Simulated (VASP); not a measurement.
# AlGa2Sb3 (R-3m) in VASP: notebook, part 2 of 2

VASP 6.6.1. The steps go on from the part before.

### Step 3. Single point, PBE

This run uses another cell than the first one, of 26.21 Å³/atom, 0.893 times its volume.

The input, INCAR:

```
ALGO = Normal
EDIFF = 1E-6
ENCUT = 520
GGA = PE
ISIF = 2
ISMEAR = 0
LASPH = T
LCHARG = F
LREAL = F
LWAVE = F
NBANDS = 31
NELM = 60
PREC = Accurate
SIGMA = 0.1
```

The input, KPOINTS:

```
k-points
0
Gamma
  6 6 6
```

The input, POSCAR:

```
AlGa2Sb3
1.0
    3.3211109290      1.9174442888      4.1163458466
   -3.3211109290      1.9174442888      4.1163458466
    0.0000000000     -3.8348885777      4.1163458466
Al Ga Sb
1 2 3
Direct
    0.5000000000      0.5000000000      0.5000000000
    0.1217750609      0.1217750609      0.1217750609
    0.8782249391      0.8782249391      0.8782249391
    0.5000000000      0.5000000000      0.0000000000
    0.0000000000      0.5000000000      0.5000000000
    0.5000000000      0.0000000000      0.5000000000
```

Potentials or basis: VASP PAW PBE potentials, release 64 (Al, Ga_d, Sb).

Started as:

```sh
cat potpaw_PBE.64/Al/POTCAR potpaw_PBE.64/Ga_d/POTCAR potpaw_PBE.64/Sb/POTCAR > POTCAR
mpirun -np 1 vasp_std > vasp.out
```

OUTCAR:

```text
EDIFF = 1E-6
   ENCUT = 520
   GGA = PE
   ISIF = 2
   ISMEAR = 0
   LASPH = T
   LREAL = F
   NELM = 60
   PREC = Accurate

 ion  position               nearest neighbor table
   1  0.500  0.500  0.500-   4 2.81   4 2.81   6 2.81   5 2.81   6 2.81   5 2.81
   2  0.122  0.122  0.122-   4 3.24   5 3.24   6 3.24
   3  0.878  0.878  0.878-   4 3.24   5 3.24   6 3.24
   4  0.500  0.500  0.000-   1 2.81   1 2.81   3 3.24   2 3.24   5 3.32   6 3.32   6 3.32   5 3.32

   5  0.000  0.500  0.500-   1 2.81   1 2.81   3 3.24   2 3.24   4 3.32   4 3.32   6 3.32   6 3.32

   6  0.500  0.000  0.500-   1 2.81   1 2.81   3 3.24   2 3.24   4 3.32   4 3.32   5 3.32   5 3.32

  LATTYP: Found a trigonal (rhomboedric) cell.
 ALAT       =     5.6258931320
 COS(alpha) =     0.3030304526

  Lattice vectors:

 A1 = (   3.3211109290,   1.9174442888,   4.1163458466)
 A2 = (  -3.3211109290,   1.9174442888,   4.1163458466)
 A3 = (   0.0000000000,  -3.8348885777,   4.1163458466)

Analysis of symmetry for initial positions (statically):
=====================================================================
 Subroutine PRICEL returns:
 Original cell was already a primitive cell.

 Routine SETGRP: Setting up the symmetry group for a
 trigonal (rhombohedral) supercell.

 Subroutine GETGRP returns: Found 12 space group operations
 (whereof 12 operations were pure point group operations)
 out of a pool of 12 trial point group operations.

The static configuration has the point symmetry D_3d.

Analysis of symmetry for dynamics (positions and initial velocities):
=====================================================================
 Subroutine PRICEL returns:
 Original cell was already a primitive cell.

 Routine SETGRP: Setting up the symmetry group for a
 trigonal (rhombohedral) supercell.

[... 126 lines left out ...]
   EFERMI =   0.00;   METHOD = LEGACY
   ISMEAR =     0;   SIGMA  =   0.10  broadening in eV -4-tet -1-fermi 0-gaus
   EFERMI_NEDOS =   21; number of points for ismear=-14 and -15
   IALGO  =     38    algorithm
   IMIX   =      4    mixing-type and parameters
     AMIX     =   0.40;   BMIX     =  1.00
     AMIX_MAG =   1.60;   BMIX_MAG =  1.00
  volume/ion in A,a.u.               =      26.21       176.89
  Fermi-wavevector in a.u.,A,eV,Ry     =   1.070704  2.023337 15.597807  1.146406
  Thomas-Fermi vector in A             =   2.206422
   LORBIT       =      0    0 simple, 1 ext, 2 COOP (PROOUT), +10 PAW based schemes
   GGA     = PE    functional components
   LHFCALC =     F    Hartree Fock is set to
   AEXX    =    0.0000 exact exchange contribution
   IVDW    =     0    specifies the selected vdW correction
   LEPSILON=     F    determine dielectric tensor
   LRPA    =     F    only Hartree local field effects (RPA)
 non-spin polarized calculation
 Gauss-broadening in eV      SIGMA  =   0.10
  energy-cutoff  :      520.00
  volume of cell :      157.28
 maximum number of plane-waves:      4255
 NGX is ok and might be reduce to    42
   NGX = 21   NGY = 21   NGZ = 21

 number of electron      44.0000004 magnetization

 Free energy of the ion-electron system (eV)
  ---------------------------------------------------
  ext. energy  EPLUGINS =         0.00000000
  ---------------------------------------------------
  free energy    TOTEN  =       -20.80192395 eV

  energy without entropy =      -20.78927323  energy(sigma->0) =      -20.79559859

 E-fermi :   5.9793     XC(G=0):  -9.6877

 val. band max:        5.9787207510   @ k =  -0.3333   0.3333   0.0000
 cond. band min:       6.0372625403   @ k =  -0.1667   0.5000   0.1667
 fundamental gap:      0.0585417893
 Fermi energy:         5.9793493549

 k-point     1 :       0.0000    0.0000    0.0000
  band No.  band energies     occupation
      1      -8.9179      2.00000
      2      -8.8876      2.00000
      3      -8.8876      2.00000
      4      -8.8752      2.00000
      5      -8.8752      2.00000
      6      -8.8643      2.00000
[... 805 lines left out ...]
     30       9.8113      0.00000
     31       9.8835      0.00000

 [... further k-points ...]
[... 5 lines left out ...]
  --------------------------------------------------------------------------------------
  -------------------------------------------------------------------------------------
  Total        0.1154707      0.1154707     -0.0889837      0.0000000      0.0000000     -0.0000000
  in kB        1.1762861      1.1762861     -0.9064666      0.0000000      0.0000000     -0.0000000
  external PRESSURE =       0.4820352 kB  Pullay stress =       0.0000000 kB

 VOLUME and BASIS-vectors are now :
 -----------------------------------------------------------------------------
  energy-cutoff  :      520.00
  volume of cell :      157.28
      direct lattice vectors                 reciprocal lattice vectors
     3.321110929  1.917444289  4.116345847     0.150552032  0.086921256  0.080977971
    -3.321110929  1.917444289  4.116345847    -0.150552032  0.086921256  0.080977971
     0.000000000 -3.834888578  4.116345847     0.000000000 -0.173842513  0.080977971

 POSITION                                       TOTAL-FORCE (eV/Angst)
 -----------------------------------------------------------------------------------
      0.00000     -0.00000      6.17452         0.000000      0.000000     -0.000000
      0.00000     -0.00000      1.50380         0.000000      0.000000     -0.026641
      0.00000     -0.00000     10.84523         0.000000     -0.000000      0.026641
      0.00000      1.91744      4.11635         0.000000      0.000000     -0.000000
     -1.66056     -0.95872      4.11635        -0.000000      0.000000     -0.000000
      1.66056     -0.95872      4.11635        -0.000000      0.000000     -0.000000
 -----------------------------------------------------------------------------------
    total drift:                                0.000000     -0.000000      0.000000

  FREE ENERGIE OF THE ION-ELECTRON SYSTEM (eV)
  ---------------------------------------------------
  free  energy   TOTEN  =       -20.8019239503 eV

  energy  without entropy=      -20.7892732268  energy(sigma->0) =      -20.79559859
```

OSZICAR:

```text
N       E                     dE             d eps       ncg     rms          rms(c)
DAV:   1     0.287800337274E+03    0.28780E+03   -0.18504E+04  2040   0.160E+03
DAV:   2     0.124081501754E+02   -0.27539E+03   -0.26634E+03  2195   0.411E+02
DAV:   3    -0.196492668442E+02   -0.32057E+02   -0.30849E+02  2367   0.110E+02
DAV:   4    -0.209164320353E+02   -0.12672E+01   -0.12555E+01  2399   0.228E+01
DAV:   5    -0.209543058639E+02   -0.37874E-01   -0.37855E-01  2683   0.392E+00    0.401E+00
DAV:   6    -0.208274588003E+02    0.12685E+00   -0.20894E-01  2586   0.319E+00    0.218E+00
DAV:   7    -0.208032253562E+02    0.24233E-01   -0.10104E-01  2456   0.127E+00    0.516E-01
DAV:   8    -0.208019515123E+02    0.12738E-02   -0.20407E-02  2253   0.972E-01    0.178E-01
DAV:   9    -0.208019146855E+02    0.36827E-04   -0.14659E-03  2467   0.339E-01    0.742E-02
DAV:  10    -0.208019220592E+02   -0.73737E-05   -0.17029E-04  2502   0.739E-02    0.258E-02
DAV:  11    -0.208019260069E+02   -0.39476E-05   -0.23922E-05  2778   0.353E-02    0.654E-03
DAV:  12    -0.208019241539E+02    0.18530E-05   -0.31334E-06  1907   0.122E-02    0.453E-03
DAV:  13    -0.208019239503E+02    0.20356E-06   -0.10343E-06  1289   0.537E-03
   1 F= -.20801924E+02 E0= -.20795599E+02  d E =-.126507E-01
```

stdout:

```text
POSCAR found type information on POSCAR AlGaSb
 POSCAR found :  3 types and       6 ions
 scaLAPACK will be used
 LDA part: xc-table for (Slater+PW92), standard interpolation
 POSCAR, INCAR and KPOINTS ok, starting setup
 FFT: planning ... GRIDC
 FFT: planning ... GRID_SOFT
 FFT: planning ... GRID
 WAVECAR not read
 entering main loop
```

It took 54 s on 1 thread of Intel Xeon 6975P-C (Granite Rapids), shared host; peak memory 0.35 GiB.

Results:

* Free energy: -20.8019 eV
* Pressure: 0.0 GPa
* Largest force: 0.027 eV/Å
* Band gap on the k mesh: zero (band 22 reaches 7.91 eV, above the bottom of band 23 at 5.65 eV)

Forces in eV/Å, atoms in the order of the input:
```
Al   0.000  0.000  0.000
Ga   0.000  0.000 -0.027
Ga   0.000  0.000  0.027
Sb   0.000  0.000  0.000
Sb   0.000  0.000  0.000
Sb   0.000  0.000  0.000
```

Caveat: spin-orbit coupling is left out, which moves the levels of the heavy elements.

### Step 4. Single point, PBE

This run uses another cell than the first one, of 26.21 Å³/atom, 0.893 times its volume.

The input, INCAR:

```
  PREC = Accurate
  ENCUT = 520
  EDIFF = 1E-6
  ISMEAR = 0
  SIGMA = 0.1
  LREAL = F
  LASPH = T
  NELM = 60
  ALGO = Normal
  ISIF = 2
  LWAVE = F
  LCHARG = F
  GGA = PE
  NBANDS = 31
```

The input, KPOINTS:

```
regular mesh
0
Gamma
  6 6 6
```

The input, POSCAR:

```
AlGa2Sb3
1.0
    3.3293463781      1.9221990276      4.0952041681
   -3.3293463781      1.9221990276      4.0952041681
    0.0000000000     -3.8443980553      4.0952041680
Al Ga Sb
1 2 3
Direct
    0.5000000000      0.5000000000      0.5000000000
    0.1208037651      0.1208037651      0.1208037651
    0.8791962349      0.8791962349      0.8791962349
    0.5000000000      0.5000000000      0.0000000000
    0.0000000000      0.5000000000      0.5000000000
    0.5000000000      0.0000000000      0.5000000000
```

Started as:

```sh
cat potpaw_PBE.64/Al/POTCAR potpaw_PBE.64/Ga_d/POTCAR potpaw_PBE.64/Sb/POTCAR > POTCAR
mpirun -np 1 vasp_std > vasp.out
```

Run time: 58 s. Hardware: 1 thread of Intel Xeon 6975P-C (Granite Rapids), shared host; peak memory 0.34 GiB.

The run converged. Its results:

- Free energy: -20.8026 eV
- Pressure: 0.0 GPa
- Largest force: 0.005 eV/Å
- Band gap on the k mesh: zero (band 22 reaches 7.96 eV, above the bottom of band 23 at 5.62 eV)

Forces on the atoms (eV/Å):
```
Al   0.000  0.000  0.000
Ga   0.000  0.000 -0.005
Ga   0.000  0.000  0.005
Sb   0.000  0.000  0.000
Sb   0.000  0.000  0.000
Sb   0.000  0.000  0.000
```

Stress tensor (GPa, compression positive):
```
-0.01  0.00  0.00
 0.00 -0.01  0.00
 0.00  0.00  0.10
```

Levels at points of the mesh, in eV from the Fermi level:
```
           k point  band 20  band 21  band 22  band 23  band 24  band 25
(0.00, 0.00, 0.00)    -1.63    -1.63    -1.60    -0.03     0.39     0.39
(0.50, 0.00, 0.00)    -1.66    -1.62    -1.26     0.34     1.41     2.44
(0.50, 0.50, 0.00)    -0.94    -0.75    -0.25    -0.07     1.72     2.02
(0.50, 0.50, 0.50)    -0.55    -0.55     0.42     1.55     1.55     2.88
```

Caveat: spin-orbit coupling is left out, which moves the levels of the heavy elements.

### Step 5. Relaxation of cell and atoms, PBE

This run uses another cell than the first one, of 26.21 Å³/atom, 0.893 times its volume.

The input, INCAR:

```
SYSTEM = AlGa2Sb3
PREC     = Accurate       ! precision mode
ENCUT    = 600            ! plane-wave cutoff, eV
EDIFF    = 1E-6           ! SCF threshold, eV
ISMEAR   = 0              ! smearing method
SIGMA    = 0.1            ! smearing width, eV
LREAL    = .FALSE.        ! projectors in reciprocal space
LASPH    = .TRUE.         ! aspherical terms in the spheres
NELM     = 80             ! most SCF steps
ALGO     = Normal         ! electronic algorithm
ISIF     = 3              ! what is computed and relaxed
LWAVE    = .FALSE.        ! write WAVECAR
LCHARG   = .FALSE.        ! write CHGCAR
GGA      = PE             ! functional
IBRION   = 2              ! ionic algorithm
NSW      = 100            ! ionic steps
EDIFFG   = -0.01          ! ionic threshold
```

The input, KPOINTS:

```
regular mesh
0
G
  6 6 6
  0 0 0
```

The input, POSCAR:

```
AlGa2Sb3
1.0
    3.3211109290      1.9174442888      4.1163458466
   -3.3211109290      1.9174442888      4.1163458466
    0.0000000000     -3.8348885777      4.1163458466
Al Ga Sb
1 2 3
Direct
    0.5000000000      0.5000000000      0.5000000000
    0.1217750609      0.1217750609      0.1217750609
    0.8782249391      0.8782249391      0.8782249391
    0.5000000000      0.5000000000      0.0000000000
    0.0000000000      0.5000000000      0.5000000000
    0.5000000000      0.0000000000      0.5000000000
```

Started as:

```sh
cat potpaw_PBE.64/Al/POTCAR potpaw_PBE.64/Ga_d/POTCAR potpaw_PBE.64/Sb/POTCAR > POTCAR
mpirun -np 1 vasp_std > vasp.out
```

Run time: 6 min. Hardware: 1 thread of Intel Xeon 6975P-C (Granite Rapids), shared host; peak memory 0.45 GiB.

The run converged. Its results:

```
Free energy                            : -20.8025 eV
Relaxed volume                         : 26.22 Å³/atom
Relaxed cell                           : a = 5.620 Å, b = 5.620 Å, c = 5.620 Å, α = 72.62°, β = 72.62°, γ = 72.62°
Space group after relaxing (to 0.05 Å) : R-3m (No. 166)
Energy gained by relaxing              : 0.1 meV/atom
Ionic steps                            : 12
Pressure after relaxing                : 0.0 GPa
Largest force after relaxing           : 0.006 eV/Å
Band gap on the k mesh                 : zero (band 22 reaches 7.94 eV, above the bottom of band 23 at 5.63 eV)
```

Forces in eV/Å, atoms in the order of the input:
```
Al   0.000  0.000  0.000
Ga   0.000  0.000 -0.006
Ga   0.000  0.000  0.006
Sb   0.000  0.000  0.000
Sb   0.000  0.000  0.000
Sb   0.000  0.000  0.000
```

Step by step:
```csv
step,energy change (eV),largest force (eV/Å),pressure (GPa),volume (Å³)
1,0.0000,0.0269,0.03,157.28
2,-0.0003,0.0235,-0.02,157.41
3,-0.0004,0.0205,-0.06,157.54
4,-0.0004,0.0143,-0.13,157.79
5,-0.0005,0.0192,-0.07,157.64
6,-0.0006,0.0168,0.00,157.36
7,-0.0006,0.0163,0.04,157.29
8,-0.0006,0.0168,0.00,157.31
9,-0.0006,0.0145,0.03,157.30
10,-0.0006,0.0184,0.02,157.31
11,-0.0007,0.0119,0.01,157.30
12,-0.0007,0.0057,0.01,157.30
```

Final structure:
```
Al Ga Sb
1.0
     3.32754    1.92115    4.10093
    -3.32754    1.92115    4.10093
     0.00000   -3.84231    4.10093
Al Ga Sb
1 2 3
Direct
  0.50000 0.50000 0.50000
  0.12088 0.12088 0.12088
  0.87912 0.87912 0.87912
  0.50000 0.50000 0.00000
  0.00000 0.50000 0.50000
  0.50000 0.00000 0.50000
```

Levels at points of the mesh, in eV from the Fermi level:
```tsv
k point	band 20	band 21	band 22	band 23	band 24	band 25
(0.00, 0.00, 0.00)	-1.63	-1.63	-1.62	-0.04	0.38	0.38
(0.50, 0.00, 0.00)	-1.66	-1.62	-1.26	0.34	1.41	2.42
(0.50, 0.50, 0.00)	-0.94	-0.75	-0.25	-0.08	1.72	2.01
(0.50, 0.50, 0.50)	-0.56	-0.56	0.41	1.54	1.54	2.89
```

Caveat: spin-orbit coupling is left out, which moves the levels of the heavy elements.

### Step 6. Relaxation of cell and atoms, PBE

This run uses another cell than the first one, of 26.90 Å³/atom, 0.916 times its volume.

The input, INCAR:

```
SYSTEM = AlGa2Sb3
PREC = Accurate
ENCUT = 600
EDIFF = 1E-7
ISMEAR = 0
SIGMA = 0.1
LREAL = .False.
LASPH = .True.
NELM = 60
ALGO = Normal
ISIF = 3
LWAVE = .False.
LCHARG = .False.
GGA = PE
IBRION = 2
NSW = 90
EDIFFG = -0.04
```

The input, KPOINTS:

```
regular mesh
0
Gamma
  6 6 6
  0 0 0
```

The input, POSCAR:

```
AlGa2Sb3
1.0
    3.0213674915      1.7443873345      5.1030307672
   -3.0213674915      1.7443873345      5.1030307672
    0.0000000000     -3.4887746691      5.1030307672
Al Ga Sb
1 2 3
Direct
    0.5000000000      0.5000000000      0.5000000000
    0.1379967206      0.1379967206      0.1379967206
    0.8620032794      0.8620032794      0.8620032794
    0.5000000000      0.5000000000      0.0000000000
    0.0000000000      0.5000000000      0.5000000000
    0.5000000000      0.0000000000      0.5000000000
```

Potentials or basis: VASP PAW PBE potentials, release 64 (Al, Ga_d, Sb).

Started as:

```sh
cat potpaw_PBE.64/Al/POTCAR potpaw_PBE.64/Ga_d/POTCAR potpaw_PBE.64/Sb/POTCAR > POTCAR
mpirun -np 1 vasp_std > vasp.out
```

Wall time 22 min (1 thread of Intel Xeon 6975P-C (Granite Rapids), shared host); peak memory 0.51 GiB.

It converged, with:

```
Free energy                            : -20.8018 eV
Relaxed volume                         : 26.09 Å³/atom
Relaxed cell                           : a = 5.612 Å, b = 5.612 Å, c = 5.612 Å, α = 72.55°, β = 72.55°, γ = 72.55°
Space group after relaxing (to 0.05 Å) : R-3m (No. 166)
Energy gained by relaxing              : 79.7 meV/atom
Ionic steps                            : 22
Pressure after relaxing                : 0.2 GPa
Largest force after relaxing           : 0.019 eV/Å
Band gap on the k mesh                 : zero (band 22 reaches 8.00 eV, above the bottom of band 23 at 5.68 eV)
```

Forces in eV/Å, atoms in the order of the input:
```
Al   0.000  0.000  0.000
Ga   0.000  0.000  0.019
Ga   0.000  0.000 -0.019
Sb   0.000  0.000  0.000
Sb   0.000  0.000  0.000
Sb   0.000  0.000  0.000
```

Step by step:
| step | energy change (eV) | largest force (eV/Å) | pressure (GPa) | volume (Å³) |
| --- | --- | --- | --- | --- |
| 1 | 0.0000 | 0.0175 | 0.29 | 161.37 |
| 2 | -0.2310 | 0.0337 | -0.44 | 162.34 |
| 3 | -0.3748 | 0.0121 | -0.79 | 163.05 |
| 4 | -0.3904 | 0.0182 | -0.75 | 163.10 |
| 5 | -0.3949 | 0.0476 | -0.72 | 163.09 |
| 6 | -0.4016 | 0.1055 | -0.67 | 162.99 |
| 7 | -0.4086 | 0.1604 | 0.33 | 158.99 |
| 8 | -0.4091 | 0.1485 | 0.11 | 159.83 |
| 9 | -0.4126 | 0.1422 | 0.11 | 159.63 |
| 10 | -0.4226 | 0.1225 | 0.13 | 159.02 |
| 11 | -0.4398 | 0.0834 | 0.20 | 157.80 |
| 12 | -0.4552 | 0.0658 | 0.55 | 155.32 |
| 13 | -0.4554 | 0.0010 | 0.42 | 156.04 |
| 14 | -0.4598 | 0.0212 | 0.25 | 156.56 |
| 15 | -0.4652 | 0.0952 | -0.26 | 158.13 |
| 16 | -0.4685 | 0.1089 | -0.19 | 157.78 |
| 17 | -0.4704 | 0.1318 | -0.07 | 157.30 |
| 18 | -0.4722 | 0.1152 | -0.01 | 157.10 |
| 19 | -0.4758 | 0.0674 | 0.17 | 156.48 |
| 20 | -0.4748 | 0.0232 | 0.60 | 155.24 |
| 21 | -0.4767 | 0.0301 | 0.34 | 155.97 |
| 22 | -0.4780 | 0.0191 | 0.19 | 156.56 |

Final structure:
```
CELL_PARAMETERS angstrom
3.32078 1.91725 4.09834
-3.32078 1.91725 4.09834
0.00000 -3.83451 4.09834
ATOMIC_POSITIONS crystal
Al 0.50000 0.50000 0.50000
Ga 0.11964 0.11964 0.11964
Ga 0.88036 0.88036 0.88036
Sb 0.50000 0.50000 0.00000
Sb 0.00000 0.50000 0.50000
Sb 0.50000 0.00000 0.50000
```

Levels at points of the mesh, in eV from the Fermi level:
```tsv
k point	band 19	band 20	band 21	band 22	band 23	band 24	band 25	band 26
(0.00, 0.00, 0.00)	-2.11	-1.65	-1.65	-1.64	-0.07	0.38	0.38	1.75
(0.50, 0.00, 0.00)	-2.80	-1.69	-1.62	-1.26	0.34	1.40	2.41	2.45
(0.50, 0.50, 0.00)	-1.71	-0.94	-0.74	-0.25	-0.06	1.69	2.02	2.26
(0.50, 0.50, 0.50)	-0.82	-0.56	-0.56	0.40	1.53	1.53	2.90	3.15
```

Caveat: spin-orbit coupling is left out, which moves the levels of the heavy elements.

### Step 7. Summary

```tsv
task	cell	k mesh	cutoff (eV)	gap on the mesh (eV)	pressure (GPa)	relaxed volume (Å³/atom)	largest force (eV/Å)
relaxation of cell and atoms	relaxed from a = 6.276 Å, angles 60.3°, 6 atoms	3 × 3 × 3	600	none	0.1	26.79	0.01
single point	a = 5.626 Å, angles 72.4°, 6 atoms	6 × 6 × 6	520	none	0.0	-	0.03
single point	a = 5.617 Å, angles 72.7°, 6 atoms	6 × 6 × 6	520	none	0.0	-	-
relaxation of cell and atoms	relaxed from a = 5.626 Å, angles 72.4°, 6 atoms	6 × 6 × 6	600	none	0.0	26.22	0.01
relaxation of cell and atoms	relaxed from a = 6.182 Å, angles 58.5°, 6 atoms	6 × 6 × 6	600	none	0.2	26.09	0.02
```

Alike in all rows: level PBE; potentials or basis VASP PAW PBE potentials, release 64 (Al, Ga_d, Sb); no spin polarisation; smearing gaussian 0.1 eV.

Caveats: some runs use coarse meshes; spin-orbit coupling is left out, which moves the levels of the heavy elements.

Total energies depend on the potentials used, so only differences within one code and one set of settings carry meaning.
